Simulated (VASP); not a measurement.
# MgO (Fm-3m) in VASP: notebook

MgO is run at these levels: r2SCAN; tasks: single point.

All numbers are computed with VASP 6.6.1; they aren't measurements. Logs are shortened: lines on timing, memory, paths and dates and some standing lists are left out, and cuts for length are marked.

**Experimental background.**

“Electronic structure of alkaline earth and post-transition metal oxides”, 2009, arxiv:0908.1581 quotes, for a bulk crystal of MgO: band gap 7.83 eV.

The runs below are set against these values where they give the same quantity.

### Step 1. The cell of the first run

The structure is cubic, space group Fm-3m (No. 225). The conventional cell has a = 4.204 Å, b = 4.204 Å, c = 4.204 Å, α = 90.00°, β = 90.00°, γ = 90.00°. Mg (site symmetry m-3m) has 6 O at 2.10 Å within 2.8 Å. O (site symmetry m-3m) has 6 Mg at 2.10 Å within 2.8 Å.

### Step 2. Single point, r2SCAN (9.29 Å³/atom)

Contents of POSCAR:

```
MgO
1.0
    0.0000000000      2.1022130587      2.1022130587
    2.1022130587      0.0000000000      2.1022130587
    2.1022130587      2.1022130587      0.0000000000
Mg O
1 1
Direct
    0.0000000000      0.0000000000      0.0000000000
    0.5000000000      0.5000000000      0.5000000000
```

Contents of INCAR.step1:

```
SYSTEM = MgO
ALGO = Normal ; EDIFF = 1E-5
ENCUT = 750 ; GGA = PE
GGA_COMPAT = .FALSE. ; ISMEAR = 0
LASPH = .TRUE. ; LCHARG = .FALSE.
LREAL = .FALSE. ; LWAVE = .TRUE.
NBANDS = 15 ; NELM = 120
PREC = Accurate ; SIGMA = 0.05
```

Contents of INCAR.step2:

```
SYSTEM = MgO
ALGO = Normal ; EDIFF = 1E-6
ENCUT = 750 ; GGA_COMPAT = .FALSE.
ISIF = 2 ; ISMEAR = 0
ISTART = 1 ; LASPH = .TRUE.
LCHARG = .TRUE. ; LELF = .TRUE.
LMIXTAU = .TRUE. ; LREAL = .FALSE.
LVHAR = .TRUE. ; LWAVE = .FALSE.
METAGGA = R2SCAN ; NBANDS = 15
NELM = 120 ; PREC = Accurate
SIGMA = 0.05
```

Contents of KPOINTS:

```
k-points
0
G
  8 8 8
  0 0 0
```

Potentials or basis: VASP PAW PBE potentials, release 64 (Mg_sv, O).

Launch:

```
cat potpaw_PBE.64/Mg_sv/POTCAR potpaw_PBE.64/O/POTCAR > POTCAR
cp INCAR.step1 INCAR
mpirun -np 1 vasp_std > vasp.out
cp INCAR.step2 INCAR
mpirun -np 1 vasp_std > vasp.out
```

OUTCAR:

```text
SYSTEM = MgO
   EDIFF = 1E-6
   ENCUT = 750
   ISIF = 2
   ISMEAR = 0
   ISTART = 1
   LASPH = .TRUE.
   LREAL = .FALSE.
   METAGGA = R2SCAN
   NELM = 120
   PREC = Accurate

 ion  position               nearest neighbor table
   1  0.000  0.000  0.000-   2 2.10   2 2.10   2 2.10   2 2.10   2 2.10   2 2.10
   2  0.500  0.500  0.500-   1 2.10   1 2.10   1 2.10   1 2.10   1 2.10   1 2.10

  LATTYP: Found a face centered cubic cell.
 ALAT       =     4.2044261174

  Lattice vectors:

 A1 = (   0.0000000000,   2.1022130587,   2.1022130587)
 A2 = (   2.1022130587,   0.0000000000,   2.1022130587)
 A3 = (   2.1022130587,   2.1022130587,   0.0000000000)

Analysis of symmetry for initial positions (statically):
=====================================================================
 Subroutine PRICEL returns:
 Original cell was already a primitive cell.

 Routine SETGRP: Setting up the symmetry group for a
 face centered cubic supercell.

 Subroutine GETGRP returns: Found 48 space group operations
 (whereof 48 operations were pure point group operations)
 out of a pool of 48 trial point group operations.

The static configuration has the point symmetry O_h .

Analysis of symmetry for dynamics (positions and initial velocities):
=====================================================================
 Subroutine PRICEL returns:
 Original cell was already a primitive cell.

 Routine SETGRP: Setting up the symmetry group for a
 face centered cubic supercell.

 Subroutine GETGRP returns: Found 48 space group operations
 (whereof 48 operations were pure point group operations)
 out of a pool of 48 trial point group operations.

The dynamic configuration has the point symmetry O_h .

 Subroutine INISYM returns: Found 48 space group operations
 (whereof 48 operations are pure point group operations),
 and found     1 'primitive' translations

----------------------------------------------------------------------------------------

                                     Primitive cell

  volume of cell :      18.5806

  direct lattice vectors                    reciprocal lattice vectors
     0.000000000  2.102213059  2.102213059    -0.237844589  0.237844589  0.237844589
     2.102213059  0.000000000  2.102213059     0.237844589 -0.237844589  0.237844589
     2.102213059  2.102213059  0.000000000     0.237844589  0.237844589 -0.237844589

  length of vectors
     2.972978219  2.972978219  2.972978219     0.411958912  0.411958912  0.411958912

  position of ions in fractional coordinates (direct lattice)
     0.000000000  0.000000000  0.000000000
     0.500000000  0.500000000  0.500000000

  ion indices of the primitive-cell ions
   primitive index   ion index
                 1           1
                 2           2

----------------------------------------------------------------------------------------

 KPOINTS: k-points

Automatic generation of k-mesh.
 Grid dimensions read from file:
 generate k-points for:    8    8    8

 Generating k-lattice:

  Cartesian coordinates                     Fractional coordinates (reciprocal lattice)
    -0.029730574  0.029730574  0.029730574     0.125000000  0.000000000  0.000000000
     0.029730574 -0.029730574  0.029730574     0.000000000  0.125000000  0.000000000
     0.029730574  0.029730574 -0.029730574     0.000000000  0.000000000  0.125000000

  Length of vectors
     0.051494864  0.051494864  0.051494864

  Shift w.r.t. Gamma in fractional coordinates (k-lattice)
     0.000000000  0.000000000  0.000000000

 Subroutine IBZKPT returns following result:
 ===========================================

 Found     29 irreducible k-points:

 Following reciprocal coordinates:
            Coordinates               Weight
  0.000000  0.000000  0.000000      1.000000
  0.125000  0.000000  0.000000      8.000000
  0.250000  0.000000  0.000000      8.000000
  0.375000  0.000000  0.000000      8.000000
  0.500000  0.000000  0.000000      4.000000
  0.125000  0.125000  0.000000      6.000000
[... 16 lines left out ...]
  0.500000  0.250000  0.125000     48.000000
 -0.375000  0.250000  0.125000     24.000000
 [... further k-points ...]
   k-points           NKPTS =     29   k-points in BZ     NKDIM =     29   number of bands    NBANDS=     15
   number of dos      NEDOS =    301   number of ions     NIONS =      2
   total plane-waves  NPLWV =  21952
   dimension x,y,z NGX =    28 NGY =   28 NGZ =   28
   dimension x,y,z NGXF=    56 NGYF=   56 NGZF=   56
   ions per type =               1   1
   NGX,Y,Z   is equivalent  to a cutoff of  15.66, 15.66, 15.66 a.u.
   NGXF,Y,Z  is equivalent  to a cutoff of  31.31, 31.31, 31.31 a.u.
 SYSTEM =  MgO
   PREC   = accura    normal or accurate (medium, high low for compatibility)
   ISTART =      1    job   : 0-new  1-cont  2-samecut
   ICHARG =      0    charge: 1-file 2-atom 10-const
   ISPIN  =      1    spin polarized calculation?
   LNONCOLLINEAR =      F non collinear calculations
   LSORBIT =      F    spin-orbit coupling
   LASPH  =      T    aspherical Exc in radial PAW
   ENCUT  =  750.0 eV  55.12 Ry    7.42 a.u.   6.64  6.64  6.64*2*pi/ulx,y,z
   NELM   =    120;   NELMIN=  2; NELMDL=  0     # of ELM steps
   EDIFF  = 0.1E-05   stopping-criterion for ELM
   LREAL  =      F    real-space projection
   EDIFFG = 0.1E-04   stopping-criterion for IOM
   NSW    =      0    number of steps for IOM
   IBRION =     -1    ionic relax: 0-MD 1-quasi-New 2-CG
   NFREE  =      0    steps in history (QN), initial steepest desc. (CG)
   ISIF   =      2    stress and relaxation
   ISYM   =      2    0-nonsym 1-usesym 2-fastsym
   POTIM  = 0.5000    time-step for ionic-motion
   TEBEG  =    0.0;   TEEND  =   0.0 temperature during run
   PSTRESS=    0.0 pullay stress
   NELECT =      16.0000    total number of electrons
   NUPDOWN=      -1.0000    fix difference up-down
   EMIN   =  10.00;   EMAX   =-10.00  energy-range for DOS
   EFERMI =   0.00;   METHOD = LEGACY
   ISMEAR =     0;   SIGMA  =   0.05  broadening in eV -4-tet -1-fermi 0-gaus
   EFERMI_NEDOS =   21; number of points for ismear=-14 and -15
   IALGO  =     38    algorithm
   IMIX   =      4    mixing-type and parameters
     AMIX     =   0.40;   BMIX     =  1.00
     AMIX_MAG =   1.60;   BMIX_MAG =  1.00
  volume/ion in A,a.u.               =       9.29        62.69
  Fermi-wavevector in a.u.,A,eV,Ry     =   1.557500  2.943249 33.005104  2.425807
  Thomas-Fermi vector in A             =   2.661141
   LORBIT       =      0    0 simple, 1 ext, 2 COOP (PROOUT), +10 PAW based schemes
   METAGGA = R2SCAN    functional components
   LHFCALC =     F    Hartree Fock is set to
   AEXX    =    0.0000 exact exchange contribution
   IVDW    =     0    specifies the selected vdW correction
   LEPSILON=     F    determine dielectric tensor
   LRPA    =     F    only Hartree local field effects (RPA)
 non-spin polarized calculation
 Gauss-broadening in eV      SIGMA  =   0.05
  energy-cutoff  :      750.00
  volume of cell :       18.58
 maximum number of plane-waves:       893
   NGX = 13   NGY = 13   NGZ = 13

 number of electron      15.9999994 magnetization

 Free energy of the ion-electron system (eV)
  ---------------------------------------------------
  ext. energy  EPLUGINS =         0.00000000
  ---------------------------------------------------
  free energy    TOTEN  =       -16.16273014 eV

  energy without entropy =      -16.16273014  energy(sigma->0) =      -16.16273014

 E-fermi :   2.9390     XC(G=0): -12.0708

 val. band max:        2.5452237958   @ k =   0.0000   0.0000   0.0000
 cond. band min:       8.2481708397   @ k =   0.0000   0.0000   0.0000
 fundamental gap:      5.7029470440
 Fermi energy:         2.9390164174

 k-point     1 :       0.0000    0.0000    0.0000
  band No.  band energies     occupation
      1     -72.4060      2.00000
      2     -37.4970      2.00000
      3     -37.4970      2.00000
      4     -37.4970      2.00000
      5     -15.6692      2.00000
      6       2.5452      2.00000
      7       2.5452      2.00000
      8       2.5452      2.00000
      9       8.2482      0.00000
     10      19.4387      0.00000
     11      19.4387      0.00000
     12      19.4387      0.00000
     13      23.5615      0.00000
     14      25.3983      0.00000
     15      25.3983      0.00000

 k-point     2 :       0.1250    0.0000    0.0000
  band No.  band energies     occupation
      1     -72.4047      2.00000
      2     -37.5099      2.00000
      3     -37.4981      2.00000
      4     -37.4981      2.00000
      5     -15.5030      2.00000
      6       1.6211      2.00000
      7       2.4382      2.00000
      8       2.4382      2.00000
      9       9.1459      0.00000
     10      17.7581      0.00000
     11      19.8229      0.00000
     12      19.8229      0.00000
     13      24.4793      0.00000
     14      24.4793      0.00000
     15      25.8517      0.00000

 k-point     3 :       0.2500    0.0000    0.0000
  band No.  band energies     occupation
      1     -72.4017      2.00000
      2     -37.5405      2.00000
      3     -37.5011      2.00000
      4     -37.5011      2.00000
      5     -15.0740      2.00000
      6      -0.0916      2.00000
      7       2.1908      2.00000
      8       2.1908      2.00000
      9      10.6198      0.00000
     10      16.2368      0.00000
     11      20.3922      0.00000
     12      20.3922      0.00000
     13      24.0876      0.00000
     14      24.0876      0.00000
     15      26.2553      0.00000
[... 343 lines left out ...]
 k-point    23 :       0.5000    0.2500    0.1250
  band No.  band energies     occupation
      1     -72.3971      2.00000
      2     -37.5623      2.00000
      3     -37.5240      2.00000
      4     -37.5096      2.00000
      5     -14.4088      2.00000
      6      -1.1598      2.00000
      7       0.8092      2.00000
      8       1.6549      2.00000
      9      13.0870      0.00000
     10      15.3142      0.00000
     11      17.7881      0.00000
     12      21.0679      0.00000
     13      23.5940      0.00000
     14      26.4770      0.00000
     15      30.3347      0.00000

 k-point    24 :      -0.3750    0.2500    0.1250
  band No.  band energies     occupation
      1     -72.3962      2.00000
      2     -37.5693      2.00000
      3     -37.5259      2.00000
      4     -37.5123      2.00000
      5     -14.2464      2.00000
      6      -1.4560      2.00000
      7       0.6007      2.00000
      8       1.5337      2.00000
      9      13.2362      0.00000
     10      15.9597      0.00000
     11      17.3474      0.00000
     12      20.8088      0.00000
     13      24.4316      0.00000
     14      26.1874      0.00000
     15      30.4701      0.00000

 [... further k-points ...]
[... 5 lines left out ...]
  --------------------------------------------------------------------------------------
  -------------------------------------------------------------------------------------
  Total       -0.0028092     -0.0028092     -0.0028092     -0.0000000     -0.0000000      0.0000000
  in kB       -0.2422338     -0.2422338     -0.2422338     -0.0000000     -0.0000000      0.0000000
  external PRESSURE =      -0.2422338 kB  Pullay stress =       0.0000000 kB

 VOLUME and BASIS-vectors are now :
 -----------------------------------------------------------------------------
  energy-cutoff  :      750.00
  volume of cell :       18.58
      direct lattice vectors                 reciprocal lattice vectors
     0.000000000  2.102213059  2.102213059    -0.237844589  0.237844589  0.237844589
     2.102213059  0.000000000  2.102213059     0.237844589 -0.237844589  0.237844589
     2.102213059  2.102213059  0.000000000     0.237844589  0.237844589 -0.237844589

 POSITION                                       TOTAL-FORCE (eV/Angst)
 -----------------------------------------------------------------------------------
      0.00000      0.00000      0.00000        -0.000000      0.000000      0.000000
      2.10221      2.10221      2.10221         0.000000     -0.000000     -0.000000
 -----------------------------------------------------------------------------------
    total drift:                                0.000000      0.000000      0.000000

  FREE ENERGIE OF THE ION-ELECTRON SYSTEM (eV)
  ---------------------------------------------------
  free  energy   TOTEN  =       -16.1627301381 eV

  energy  without entropy=      -16.1627301381  energy(sigma->0) =      -16.16273014
```

It took 39 s on 1 thread of AMD EPYC 9R45 (Zen 5), shared host; peak memory 0.13 GiB.

Results:

* Free energy: -16.1627 eV
* Pressure: 0.0 GPa
* Band gap on the k mesh: 5.70 eV

Caveat: the PAW data sets were made with another functional, which shifts forces and pressure a little.

### Step 3. Single point, r2SCAN (9.66 Å³/atom)

This run uses another cell than the first one, of 9.66 Å³/atom.

Contents of POSCAR:

```
MgO
1.0
    0.0000000000      2.1298769293      2.1298769293
    2.1298769293      0.0000000000      2.1298769293
    2.1298769293      2.1298769293      0.0000000000
Mg O
1 1
Direct
    0.0000000000      0.0000000000      0.0000000000
    0.5000000000      0.5000000000      0.5000000000
```

INCAR.step1 is that of step 2.

Contents of INCAR.step2:

```
SYSTEM = MgO
ALGO = Normal ; EDIFF = 1E-6
ENCUT = 750 ; GGA_COMPAT = .FALSE.
ISIF = 2 ; ISMEAR = 0
ISTART = 1 ; LASPH = .TRUE.
LCHARG = .FALSE. ; LMIXTAU = .TRUE.
LREAL = .FALSE. ; LWAVE = .FALSE.
METAGGA = R2SCAN ; NBANDS = 15
NELM = 120 ; PREC = Accurate
SIGMA = 0.05
```

KPOINTS is that of step 2.

Potentials or basis: VASP PAW PBE potentials, release 64 (Mg_sv, O).

Launch:

```
cat potpaw_PBE.64/Mg_sv/POTCAR potpaw_PBE.64/O/POTCAR > POTCAR
cp INCAR.step1 INCAR
mpirun -np 1 vasp_std > vasp.out
cp INCAR.step2 INCAR
mpirun -np 1 vasp_std > vasp.out
```

OUTCAR:

```text
SYSTEM = MgO
   EDIFF = 1E-6
   ENCUT = 750
   ISIF = 2
   ISMEAR = 0
   ISTART = 1
   LASPH = .TRUE.
   LREAL = .FALSE.
   METAGGA = R2SCAN
   NELM = 120
   PREC = Accurate

 ion  position               nearest neighbor table
   1  0.000  0.000  0.000-
   2  0.500  0.500  0.500-

  LATTYP: Found a face centered cubic cell.
 ALAT       =     4.2597538586

  Lattice vectors:

 A1 = (   0.0000000000,   2.1298769293,   2.1298769293)
 A2 = (   2.1298769293,   0.0000000000,   2.1298769293)
 A3 = (   2.1298769293,   2.1298769293,   0.0000000000)

Analysis of symmetry for initial positions (statically):
=====================================================================
 Subroutine PRICEL returns:
 Original cell was already a primitive cell.

 Routine SETGRP: Setting up the symmetry group for a
 face centered cubic supercell.

 Subroutine GETGRP returns: Found 48 space group operations
 (whereof 48 operations were pure point group operations)
 out of a pool of 48 trial point group operations.

The static configuration has the point symmetry O_h .

Analysis of symmetry for dynamics (positions and initial velocities):
[... 165 lines left out ...]

 k-point     1 :       0.0000    0.0000    0.0000
  band No.  band energies     occupation
      1     -72.8243      2.00000
      2     -37.9183      2.00000
      3     -37.9183      2.00000
      4     -37.9183      2.00000
      5     -15.7448      2.00000
      6       2.2749      2.00000
      7       2.2749      2.00000
      8       2.2749      2.00000
      9       7.5903      0.00000
     10      18.9354      0.00000
     11      18.9354      0.00000
     12      18.9354      0.00000
     13      22.9434      0.00000
     14      24.7427      0.00000
[... 401 lines left out ...]
      2     -37.9799      2.00000
      3     -37.9432      2.00000
      4     -37.9316      2.00000
      5     -14.4287      2.00000
      6      -1.5742      2.00000
      7       0.4159      2.00000
      8       1.3153      2.00000
      9      12.6748      0.00000
     10      15.3035      0.00000
     11      16.6434      0.00000
     12      20.0443      0.00000
     13      23.6791      0.00000
     14      25.3715      0.00000
     15      29.5464      0.00000

 [... further k-points ...]
[... 5 lines left out ...]
  --------------------------------------------------------------------------------------
  -------------------------------------------------------------------------------------
  Total       -0.7220118     -0.7220118     -0.7220118     -0.0000000     -0.0000000     -0.0000000
  in kB      -59.8633989    -59.8633989    -59.8633989     -0.0000000     -0.0000000     -0.0000000
  external PRESSURE =     -59.8633989 kB  Pullay stress =       0.0000000 kB

 VOLUME and BASIS-vectors are now :
 -----------------------------------------------------------------------------
  energy-cutoff  :      750.00
  volume of cell :       19.32
      direct lattice vectors                 reciprocal lattice vectors
     0.000000000  2.129876929  2.129876929    -0.234755348  0.234755348  0.234755348
     2.129876929  0.000000000  2.129876929     0.234755348 -0.234755348  0.234755348
     2.129876929  2.129876929  0.000000000     0.234755348  0.234755348 -0.234755348

 POSITION                                       TOTAL-FORCE (eV/Angst)
 -----------------------------------------------------------------------------------
      0.00000      0.00000      0.00000         0.000000      0.000000      0.000000
      2.12988      2.12988      2.12988        -0.000000      0.000000      0.000000
 -----------------------------------------------------------------------------------
    total drift:                                0.000000      0.000000      0.000000

  FREE ENERGIE OF THE ION-ELECTRON SYSTEM (eV)
  ---------------------------------------------------
  free  energy   TOTEN  =       -16.1530624712 eV

  energy  without entropy=      -16.1530624712  energy(sigma->0) =      -16.15306247
```

OSZICAR.step1:

```text
N       E                     dE             d eps       ncg     rms          rms(c)
DAV:   1     0.148297139306E+03    0.14830E+03   -0.12835E+04   870   0.163E+03
DAV:   2    -0.816575183650E+01   -0.15646E+03   -0.14701E+03  1059   0.408E+02
DAV:   3    -0.134097925042E+02   -0.52440E+01   -0.52230E+01  1125   0.731E+01
DAV:   4    -0.134815672419E+02   -0.71775E-01   -0.71763E-01  1019   0.814E+00
DAV:   5    -0.134825152708E+02   -0.94803E-03   -0.94803E-03  1067   0.830E-01    0.859E+00
DAV:   6    -0.119120839451E+02    0.15704E+01   -0.26431E+00   933   0.147E+01    0.288E+00
DAV:   7    -0.118987282415E+02    0.13356E-01   -0.13190E-01  1038   0.336E+00    0.174E+00
DAV:   8    -0.118889780062E+02    0.97502E-02   -0.39213E-02  1066   0.222E+00    0.333E-01
DAV:   9    -0.118878827720E+02    0.10952E-02   -0.35246E-03   982   0.539E-01    0.989E-02
DAV:  10    -0.118880989481E+02   -0.21618E-03   -0.28446E-04  1087   0.179E-01    0.509E-02
DAV:  11    -0.118880854703E+02    0.13478E-04   -0.27323E-05  1038   0.528E-02    0.589E-03
DAV:  12    -0.118880854883E+02   -0.17912E-07   -0.59802E-07   470   0.110E-02
   1 F= -.11888085E+02 E0= -.11888085E+02  d E =-.168642E-48
```

Wall time 51 s (1 thread of Intel Xeon Platinum 8259CL at 2.50GHz (Skylake/Cascade Lake), shared host); peak memory 0.16 GiB.

What came out:

```
Free energy            : -16.1531 eV
Pressure               : -6.0 GPa
Band gap on the k mesh : 5.32 eV
```

Caveat: the cell stands under tension; the PAW data sets were made with another functional, which shifts forces and pressure a little.

### Step 4. How close it comes

Step 2. Measured gap of MgO: 7.83 eV (quoted in “Electronic structure of alkaline earth and post-transition metal oxides”, 2009, arxiv:0908.1581). This calculation gives 5.70 eV (-2.13 eV). The value is that of r2SCAN, without temperature or zero-point motion.
